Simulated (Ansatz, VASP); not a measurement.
Cu in VASP and in Ansatz

```
Cu
1.0
    -1.44917    1.44917    1.35726
     1.44917   -1.44917    1.35726
     1.44917    1.44917   -1.35726
Cu
1
Direct
  0.00000 0.00000 0.00000
```

Alike in both runs: functional PBEsol; k mesh 6 × 6 × 6; occupations gaussian, width 0.1 eV; no spin polarisation.

Ansatz relaxed the structure, and its values are those at the end. VASP's run is a single point on that final structure, the one shown.

```csv
,VASP,Ansatz
version,VASP 6.6.1,Ansatz 0.2.0
potentials or method,"VASP PAW PBE potentials, release 64 (Cu), cutoff 520 eV","scalar-relativistic, plane waves, PAW"
valence electrons in the cell,11,19
```

VASP gave:

* gap on the k mesh at the Fermi level (eV): none
* pressure (GPa): 0.7

Question: Which values does Ansatz return?

Answer: gap on the k mesh at the Fermi level (eV): none; pressure (GPa): 0.0.

VASP's potentials were made for PBE, not for PBEsol. A gap of «none» marks a metal or a gap that the smearing closes. VASP's potentials hold 11 valence electrons a cell and Ansatz's 19, so a difference there can come from the potentials and not from the codes.

The k mesh is coarse, so the values compare programs but aren't converged.
